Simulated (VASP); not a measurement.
Here is a VASP 6.6.1 calculation.

Contents of POSCAR:

```
SnO2
1.0
    1.6046805940      0.9264627729      4.3421508207
   -1.6046805940      0.9264627729      4.3421508207
    0.0000000000     -1.8529255459      4.3421508207
Sn O
1 2
Direct
    0.5000000000      0.5000000000      0.5000000000
    0.2414607659      0.2414607659      0.2414607659
    0.7585392341      0.7585392341      0.7585392341
```

Contents of INCAR.step1:

```
  ALGO = Normal
  EDIFF = 1E-4
  ENCUT = 520
  GGA = PE
  ISMEAR = 0
  LASPH = T
  LCHARG = F
  LREAL = F
  LWAVE = T
  NBANDS = 20
  NELM = 80
  PREC = Accurate
  SIGMA = 0.1
```

File INCAR.step2:

```
  ALGO = Normal
  EDIFF = 1E-6
  ENCUT = 520
  ISIF = 2
  ISMEAR = 0
  ISTART = 1
  LASPH = T
  LCHARG = F
  LMIXTAU = T
  LREAL = F
  LWAVE = F
  METAGGA = R2SCAN
  NBANDS = 20
  NELM = 80
  PREC = Accurate
  SIGMA = 0.1
```

KPOINTS

```
k-points
0
Gamma
  6 6 6
```

Potentials or basis: VASP PAW PBE potentials, release 64 (Sn_d, O).

Run with:

```console
$ cat potpaw_PBE.64/Sn_d/POTCAR potpaw_PBE.64/O/POTCAR > POTCAR
$ cp INCAR.step1 INCAR
$ mpirun -np 1 vasp_std > vasp.out
$ cp INCAR.step2 INCAR
$ mpirun -np 1 vasp_std > vasp.out
```

(1) What does it give for the band gap on the k mesh?

(2) Estimate the largest force.

Results:

(1) 2.43 eV, indirect (least direct gap 2.45 eV).

(2) 0.082 eV/Å.

Caveat: the PAW data sets were made with another functional, which shifts forces and pressure a little; spin-orbit coupling is left out, which moves the levels of the heavy elements.
